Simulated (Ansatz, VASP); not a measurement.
## Cr in VASP and in Ansatz

```
Cr
1.0
     0.00000    1.79599    1.79599
     1.79599    0.00000    1.79599
     1.79599    1.79599    0.00000
Cr
1
Direct
  0.00000 0.00000 0.00000
```

Alike in both runs: task single point; functional LDA; k mesh 25 × 25 × 25; occupations fermi-dirac, width 0.1 eV; no spin polarisation.

```csv
,VASP,Ansatz
version,VASP 6.6.1,Ansatz 0.2.0
potentials or method,"VASP PAW LDA potentials, release 64 (Cr_pv), cutoff 500 eV","plane waves (420 eV) with PAW, scalar-relativistic"
valence electrons in the cell,12,14
```

VASP gave:

* pressure (GPa): -10.0

Question: Estimate Ansatz's values.

Answer: Pressure (GPa): -9.9.

Ansatz warns that its potentials were made for another functional, while VASP's fit it. LDA's correlation is that of Perdew and Zunger in VASP and of Perdew and Wang (1992) in Ansatz. VASP's potentials hold 12 valence electrons a cell and Ansatz's 14, so a difference there can come from the potentials and not from the codes.
